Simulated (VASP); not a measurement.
# ZnSe (I-4m2) in VASP: notebook, part 2 of 2

VASP 6.6.1. The steps go on from the part before.

## 3. Single point, LDA

Input file INCAR:

```
SYSTEM = ZnSe
  PREC = Accurate
  ENCUT = 520
  EDIFF = 1E-7
  ISMEAR = 0
  SIGMA = 0.05
  LREAL = .False.
  LASPH = .True.
  NELM = 100
  ALGO = Normal
  ISIF = 2
  LWAVE = .False.
  LCHARG = .True.
  LELF = .True.
  LVHAR = .True.
  NBANDS = 16
```

Input file KPOINTS:

```
regular mesh
0
Gamma
  8 8 8
  0 0 0
```

Input file POSCAR:

```
ZnSe
1.0
    0.0000000000      2.9367081925      2.7070603954
    2.7070603954      0.0000000000      2.7070603954
    2.7070603954      2.9367081925      0.0000000000
Zn Se
1 1
Direct
    0.0000000000      0.0000000000      0.0000000000
    0.7500000000      0.7500000000      0.7500000000
```

Potentials or basis: VASP PAW LDA potentials, release 64 (Zn, Se).

Command:

```
$ cat potpaw_LDA.64/Zn/POTCAR potpaw_LDA.64/Se/POTCAR > POTCAR
$ mpirun -np 1 vasp_std > vasp.out
```

OUTCAR:

```text
SYSTEM = ZnSe
   PREC = Accurate
   ENCUT = 520
   EDIFF = 1E-7
   ISMEAR = 0
   LREAL = .False.
   LASPH = .True.
   NELM = 100
   ISIF = 2

 ion  position               nearest neighbor table
   1  0.000  0.000  0.000-   2 2.41   2 2.41   2 2.41   2 2.41
   2  0.750  0.750  0.750-   1 2.41   1 2.41   1 2.41   1 2.41

  LATTYP: Found a body centered tetragonal cell.
 ALAT       =     3.8283615253
 C/A-ratio  =     1.5341854070

  Lattice vectors:

 A1 = (   0.0000000000,  -2.9367081925,   2.7070603954)
 A2 = (   0.0000000000,  -2.9367081925,  -2.7070603954)
 A3 = (   2.7070603954,   2.9367081925,   0.0000000000)

[... 626 lines left out ...]
      6      -4.4531      2.00000
[... 8 lines left out ...]
     15      13.7380      0.00000
     16      14.3643      0.00000

 [... further k-points ...]
[... 5 lines left out ...]
  --------------------------------------------------------------------------------------
  -------------------------------------------------------------------------------------
  Total        0.4337426     -0.5428358      0.4337426      0.0000000      0.0000000      0.0000000
  in kB       16.1456653    -20.2065603     16.1456653      0.0000000      0.0000000      0.0000000
  external PRESSURE =       4.0282568 kB  Pullay stress =       0.0000000 kB

 VOLUME and BASIS-vectors are now :
 -----------------------------------------------------------------------------
  energy-cutoff  :      520.00
  volume of cell :       43.04
      direct lattice vectors                 reciprocal lattice vectors
     0.000000000  2.936708192  2.707060395    -0.184702196  0.170258659  0.184702196
     2.707060395  0.000000000  2.707060395     0.184702196 -0.170258659  0.184702196
     2.707060395  2.936708192  0.000000000     0.184702196  0.170258659 -0.184702196

 POSITION                                       TOTAL-FORCE (eV/Angst)
 -----------------------------------------------------------------------------------
      0.00000      0.00000      0.00000        -0.000000     -0.000000     -0.000000
      4.06059      4.40506      4.06059         0.000000      0.000000      0.000000
 -----------------------------------------------------------------------------------
    total drift:                                0.000007      0.000004      0.000007

  FREE ENERGIE OF THE ION-ELECTRON SYSTEM (eV)
  ---------------------------------------------------
  free  energy   TOTEN  =        -7.3462488006 eV

  energy  without entropy=       -7.3462488006  energy(sigma->0) =       -7.34624880
```

OSZICAR:

```text
N       E                     dE             d eps       ncg     rms          rms(c)
DAV:   1     0.865345771805E+02    0.86535E+02   -0.89052E+03  1888   0.131E+03
DAV:   2    -0.212001692239E+01   -0.88655E+02   -0.83534E+02  2064   0.255E+02
DAV:   3    -0.761679728706E+01   -0.54968E+01   -0.54727E+01  2368   0.626E+01
DAV:   4    -0.766243916784E+01   -0.45642E-01   -0.45637E-01  2320   0.591E+00
DAV:   5    -0.766266061622E+01   -0.22145E-03   -0.22145E-03  2424   0.382E-01    0.529E+00
DAV:   6    -0.737867028795E+01    0.28399E+00   -0.56321E-01  2728   0.257E+01    0.399E+00
DAV:   7    -0.735139711795E+01    0.27273E-01   -0.15530E-01  2296   0.386E+00    0.166E+00
DAV:   8    -0.734680310720E+01    0.45940E-02   -0.35936E-03  2904   0.851E-01    0.426E-01
DAV:   9    -0.734623926028E+01    0.56385E-03   -0.97796E-04  2152   0.257E-01    0.574E-02
DAV:  10    -0.734625785253E+01   -0.18592E-04   -0.13330E-04  2672   0.131E-01    0.184E-02
DAV:  11    -0.734624877150E+01    0.90810E-05   -0.18271E-05  2824   0.702E-02    0.508E-03
DAV:  12    -0.734624877871E+01   -0.72055E-08   -0.29097E-06  2296   0.126E-02    0.125E-03
DAV:  13    -0.734624880061E+01   -0.21906E-07   -0.11191E-07  1656   0.248E-03
   1 F= -.73462488E+01 E0= -.73462488E+01  d E =-.206198E-17
```

stdout:

```text
POSCAR found type information on POSCAR ZnSe
 POSCAR found :  2 types and       2 ions
 scaLAPACK will be used
 LDA part: xc-table for (Slater(with rela. corr.)+CA(PZ))
 , standard interpolation
 POSCAR, INCAR and KPOINTS ok, starting setup
 FFT: planning ... GRIDC
 FFT: planning ... GRID_SOFT
 FFT: planning ... GRID
 WAVECAR not read
 entering main loop
```

Wall time 38 s (1 thread of Intel Xeon 6975P-C (Granite Rapids), shared host); peak memory 0.17 GiB.

Results:

```yaml
Free_energy: -7.3462 eV
Pressure: 0.4 GPa
Band_gap_on_the_k_mesh: 1.15 eV
```

Caveat: the cell differs from its parent crystal (strain +e along x and -e along y +0.0000, strain +e along z and -e/2 along x and y +0.0550).

## 4. Single point, LDA

Input file INCAR:

```
ALGO = Normal
EDIFF = 1E-6
ENCUT = 520
GGA = CA
ISIF = 2
ISMEAR = 0
LASPH = T
LCHARG = F
LREAL = F
LWAVE = F
NBANDS = 16
NELM = 60
PREC = Accurate
SIGMA = 0.05
```

Input file KPOINTS:

```
k-points
0
Gamma
  8 8 8
```

Input file POSCAR:

```
ZnSe
1.0
    0.0000000000      2.6305111297      2.8601589268
    2.8601589268      0.0000000000      2.8601589268
    2.8601589268      2.6305111297      0.0000000000
Zn Se
1 1
Direct
    0.0000000000      0.0000000000      0.0000000000
    0.7500000000      0.7500000000      0.7500000000
```

Command:

```
$ cat potpaw_LDA.64/Zn/POTCAR potpaw_LDA.64/Se/POTCAR > POTCAR
$ mpirun -np 1 vasp_std > vasp.out
```

Run time: 37 s. Hardware: 1 thread of Intel Xeon 6975P-C (Granite Rapids), shared host; peak memory 0.17 GiB.

Results (log left out):

- Free energy: -7.3500 eV
- Pressure: 0.4 GPa
- Band gap on the k mesh: 1.10 eV

Stress tensor (GPa, compression positive):
```
-0.52  0.00  0.00
 0.00  2.17  0.00
 0.00  0.00 -0.52
```

Levels at points of the mesh, in eV from the valence-band top:
| k point | band 7 | band 8 | band 9 | band 10 | band 11 | band 12 |
| --- | --- | --- | --- | --- | --- | --- |
| (0.00, 0.00, 0.00) | -0.27 | -0.27 | 0.00 | 1.10 | 5.53 | 5.57 |
| (0.50, 0.00, 0.00) | -5.80 | -1.37 | -0.89 | 2.21 | 5.77 | 6.58 |
| (0.50, 0.50, 0.00) | -5.40 | -2.48 | -2.31 | 2.66 | 3.44 | 10.41 |
| (0.50, 0.00, 0.50) | -4.89 | -2.88 | -2.88 | 2.27 | 2.60 | 11.24 |

Caveat: the cell differs from its parent crystal (strain +e along x and -e along y +0.0000, strain +e along z and -e/2 along x and y -0.0550).

## 5. Single point, LDA

This run uses another cell than the first one, of the same volume but with other edges.

Input file INCAR:

```
  PREC = Accurate
  ENCUT = 520
  EDIFF = 1E-6
  ISMEAR = 0
  SIGMA = 0.05
  LREAL = F
  LASPH = T
  NELM = 60
  ALGO = Normal
  ISIF = 2
  LWAVE = F
  LCHARG = F
  GGA = CA
  NBANDS = 16
```

Input file KPOINTS:

```
Automatic mesh
0
Gamma
  8 8 8
```

Input file POSCAR:

```
ZnSe
1.0
    0.0000000000      2.4774125984      2.9367081925
    2.9367081925      0.0000000000      2.9367081925
    2.9367081925      2.4774125984      0.0000000000
Zn Se
1 1
Direct
    0.0000000000      0.0000000000      0.0000000000
    0.7500000000      0.7500000000      0.7500000000
```

Command:

```
$ cat potpaw_LDA.64/Zn/POTCAR potpaw_LDA.64/Se/POTCAR > POTCAR
$ mpirun -np 1 vasp_std > vasp.out
```

It took 34 s on 1 thread of Intel Xeon 6975P-C (Granite Rapids), shared host; peak memory 0.17 GiB.

The run converged. Its results:

* Free energy: -7.2926 eV
* Pressure: 0.3 GPa
* Band gap on the k mesh: 0.95 eV

Stress tensor (GPa, compression positive):
```
-1.19  0.00  0.00
 0.00  3.35  0.00
 0.00  0.00 -1.19
```

Levels at points of the mesh, in eV from the valence-band top:
```csv
k point,band 6,band 7,band 8,band 9,band 10,band 11,band 12,band 13
"(0.00, 0.00, 0.00)",-6.77,-0.48,-0.48,0.00,0.95,5.55,5.63,5.63
"(0.50, 0.00, 0.00)",-6.62,-5.87,-1.70,-0.81,1.90,5.35,7.12,8.50
"(0.50, 0.50, 0.00)",-6.66,-5.64,-2.43,-2.11,2.72,3.70,9.84,9.85
"(0.50, 0.00, 0.50)",-6.43,-4.63,-3.28,-3.28,1.95,2.00,11.10,11.10
```

Caveat: the cell differs from its parent crystal (strain +e along x and -e along y +0.0000, strain +e along z and -e/2 along x and y -0.1100).

## 6. The runs side by side

| cell | gap on the mesh (eV) | pressure (GPa) |
| --- | --- | --- |
| a = 4.058, b = 3.720 Å, angles 62.7, 54.6, 62.7°, 2 atoms | 0.92 | 0.5 |
| a = 3.994, b = 3.828 Å, angles 61.4, 57.3, 61.4°, 2 atoms | 1.15 | 0.4 |
| a = 3.886, b = 4.045 Å, angles 58.6, 62.7, 58.6°, 2 atoms | 1.10 | 0.4 |
| a = 3.842, b = 4.153 Å, angles 57.3, 65.4, 57.3°, 2 atoms | 0.95 | 0.3 |

Alike in all rows: task single point; level LDA; potentials or basis VASP PAW LDA potentials, release 64 (Zn, Se); no spin polarisation; k mesh 8 × 8 × 8; cutoff (eV) 520; smearing gaussian 0.05 eV.

Absolute energies hang on the potentials; compare differences alone.
